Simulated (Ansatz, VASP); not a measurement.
**Two plane-wave programs on Si2Ni**

```
Si Ni
1.0
     0.00000    2.58788    2.48005
     2.58788    0.00000    2.48005
     2.58788    2.58788    0.00000
Si Ni
2 1
Cartesian
  1.2939 1.2939 1.2400
  3.8818 3.8818 3.7201
  0.0000 0.0000 0.0000
```

Change from the starting cell: strain -0.040 along x and y, -0.080 along z, atoms carried along.

Alike in both runs: task single point; functional PBEsol; k mesh 16 × 16 × 16; occupations gaussian, width 0.15 eV; no spin polarisation.

|  | VASP | Ansatz |
| --- | --- | --- |
| version | VASP 6.6.1 | Ansatz 0.2.0 |
| potentials or method | VASP PAW PBE potentials, release 64 (Si, Ni), cutoff 520 eV | scalar-relativistic, plane waves, PAW |
| valence electrons in the cell | 18 | 26 |

```csv
,VASP,Ansatz,Ansatz less VASP
gap on the k mesh at the Fermi level (eV),none,none,-
pressure (GPa),38.4,38.4,+0.03
"traceless stress, the component that is largest in VASP (GPa)",1.74,1.74,-0.002
```

VASP's potentials were made for PBE, not for PBEsol. A gap of «none» marks a metal or a gap that the smearing closes. Both programs put the cell under a high pressure, so it lies far from rest at this level. With one functional, cell and mesh, what is left measures potentials, basis and numerics. VASP's potentials hold 18 valence electrons a cell and Ansatz's 26, so a difference there can come from the potentials and not from the codes.
